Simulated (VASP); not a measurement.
Set up this calculation in VASP 6.6.1, as the native input.

| Property | Result |
| --- | --- |
| Task | single point |
| Functional | PBE |
| Potentials or basis | VASP PAW PBE potentials, release 64 (Pt) |
| Cutoff | 520 eV |
| k mesh | 24 × 24 × 24 |
| Occupations | gaussian, width 0.15 eV |
| Spin | no spin polarisation |
| Dipole correction | no |
| Further INCAR settings | ALGO = Fast; EDIFF = 1e-06; NBANDS = 11 |

The structure of Pt lies in POSCAR:

```
Pt
1.0
   -2.1287405708      1.6278604365      1.6278604365
    1.6278604365     -2.1287405708      1.6278604365
    1.6278604365      1.6278604365     -2.1287405708
Pt
1
Direct
    0.0000000000      0.0000000000      0.0000000000
```

This cell differs from its parent crystal: ratio of the length along [111] to the lengths across it x 0.6, volume and fractional coordinates fixed.

One way to write it, as run:

INCAR

```
SYSTEM = Pt
ALGO = Fast
EDIFF = 1E-6
ENCUT = 520
GGA = PE
ISIF = 2
ISMEAR = 0
LASPH = .True.
LCHARG = .False.
LREAL = .False.
LWAVE = .False.
NBANDS = 11
NELM = 60
PREC = Accurate
SIGMA = 0.15
```

KPOINTS

```
k-points
0
Gamma
  24 24 24
  0 0 0
```

Potentials or basis: VASP PAW PBE potentials, release 64 (Pt).

Run with:

```console
$ cat potpaw_PBE.64/Pt/POTCAR > POTCAR
$ mpirun -np 1 vasp_std > vasp.out
```

It gave:

The pressure is 130.4 GPa and the band gap on the k mesh is zero (bands 5 and 6 overlap by 5.93 eV).

Caveat: the cell stands under pressure; spin-orbit coupling is left out, which moves the levels of the heavy elements.

Wall time 4.3 min on 1 thread of Intel Xeon 8259CL (shared host), peak memory 0.34 GiB.
